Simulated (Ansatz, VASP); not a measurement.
## Mo in VASP and in Ansatz

```
Mo
1.0
     2.75618    0.00000    0.00000
    -1.37809    2.38692    0.00000
     0.00000    0.00000    4.89968
Mo
2
Direct
  0.33333 0.66667 0.75000
  0.66667 0.33333 0.25000
```

Alike in both runs: functional PBE; k mesh 18 × 18 × 10; occupations gaussian, width 0.05 eV; no spin polarisation.

Ansatz relaxed the structure, and its values are those at the end. VASP's run is a single point on that final structure, the one shown.

```csv
,VASP,Ansatz
version,VASP 6.6.1,Ansatz 0.2.0
potentials or method,"VASP PAW PBE potentials, release 64 (Mo_sv), cutoff 520 eV","scalar-relativistic, plane waves, PAW"
valence electrons in the cell,28,28
```

|  | VASP | Ansatz | Ansatz less VASP |
| --- | --- | --- | --- |
| gap on the k mesh at the Fermi level (eV) | none | none | - |
| pressure (GPa) | 0.5 | 0.0 | -0.46 |

A gap of «none» marks a metal or a gap that the smearing closes.
